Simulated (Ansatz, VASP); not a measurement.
Two plane-wave programs on Ga2O3

```
Ga O
1.0
     6.18736   -1.53853    0.00000
     6.18736    1.53853    0.00000
    -1.40423    0.00000    5.70410
Ga O
4 6
Cartesian
  0.0040 0.0000 4.5355
  10.9665 0.0000 1.1686
  7.7097 0.0000 1.7904
  3.2608 0.0000 3.9137
  1.8839 0.0000 0.6240
  9.0866 0.0000 5.0801
  1.3540 0.0000 3.2136
  9.6165 0.0000 2.4905
  5.7771 0.0000 1.4605
  5.1934 0.0000 4.2436
```

Change from the starting cell: volume scaled by 1.04, ions relaxed.

Alike in both runs: functional PBE; k mesh 10 × 10 × 6; occupations fermi-dirac, width 0.02 eV; no spin polarisation.

Ansatz relaxed the structure, and its values are those at the end. VASP's run is a single point on that final structure, the one shown.

```csv
,VASP,Ansatz
version,VASP 6.6.1,Ansatz 0.2.0
potentials or method,"VASP PAW PBE potentials, release 64 (Ga_d, O)","plane-wave PAW, scalar-relativistic"
plane-wave cutoff (eV),520,420
valence electrons in the cell,88,88
```

|  | VASP | Ansatz | Ansatz less VASP |
| --- | --- | --- | --- |
| gap on the k mesh at the Fermi level (eV) | 2.07 | 2.08 | +0.016 |
| pressure (GPa) | 2.1 | 1.5 | -0.64 |
| rms of the force components (eV/Å) | 0.009 | 0.002 | -0.0074 |

The functional is the same, so the differences come from potentials, cutoffs and numerics. Ansatz's warnings: stress scf threshold loose.
